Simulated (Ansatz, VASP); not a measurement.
**ZnMo3: VASP beside Ansatz**

```xyz
4
Lattice="3.9432 0.0000 0.0000 0.0000 3.9432 0.0000 0.0000 0.0000 3.9432" Properties=species:S:1:pos:R:3 pbc="T T T"
Mo    1.9716    1.9716    0.0000
Mo    1.9716    0.0000    1.9716
Mo    0.0000    1.9716    1.9716
Zn    0.0000    0.0000    0.0000
```

Alike in both runs: functional PBEsol; k mesh 4 × 4 × 4; occupations fermi-dirac, width 0.05 eV; no spin polarisation.

```csv
,VASP,Ansatz
version,VASP 6.6.1,Ansatz 0.2.0
potentials or method,"VASP PAW PBE potentials, release 64 (Mo_sv, Zn)",Ansatz PAW
plane-wave cutoff (eV),520,420
valence electrons in the cell,54,54
task,single point,projected density of states
```

VASP gave:

| Quantity | Value |
| --- | --- |
| gap on the k mesh at the Fermi level (eV) | none |
| pressure (GPa) | -8.3 |

Problem. What did Ansatz give for the same quantities?

Solution. gap on the k mesh at the Fermi level (eV): none; pressure (GPa): -8.8.

VASP's potentials were made for PBE, not for PBEsol. A gap of «none» marks a metal or a gap that the smearing closes. With one functional, cell and mesh, what is left measures potentials, basis and numerics.

The k mesh is coarse, so the values compare programs but aren't converged.
